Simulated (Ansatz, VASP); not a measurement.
**One calculation of ZrO5, two programs**

```
Zr O
1.0
     4.17107    0.00000    0.00000
    -2.08554    3.61225    0.00000
     0.00000    0.00000    4.12905
Zr O
1 5
Direct
  0.00000 0.00000 0.00000
  0.33333 0.66667 0.16698
  0.33333 0.66667 0.83302
  0.66667 0.33333 0.83302
  0.66667 0.33333 0.16698
  0.00000 0.00000 0.50000
```

Alike in both runs: functional PBE; k mesh 6 × 6 × 2; occupations gaussian, width 0.1 eV; no spin polarisation.

Ansatz relaxed the structure, and its values are those at the end. VASP's run is a single point on that final structure, the one shown.

|  | VASP | Ansatz |
| --- | --- | --- |
| version | VASP 6.6.1 | Ansatz 0.2.0 |
| potentials or method | VASP PAW PBE potentials, release 64 (Zr_sv, O), cutoff 520 eV | scalar-relativistic, plane waves, PAW |
| valence electrons in the cell | 42 | 42 |

```tsv
	VASP	Ansatz	Ansatz less VASP
gap on the k mesh at the Fermi level (eV)	none	none	-
pressure (GPa)	1.0	0.0	-0.99
rms of the force components (eV/Å)	0.188	0.005	-0.1830
```

A gap of «none» marks a metal or a gap that the smearing closes.

The k mesh is coarse, so the values compare programs but aren't converged.
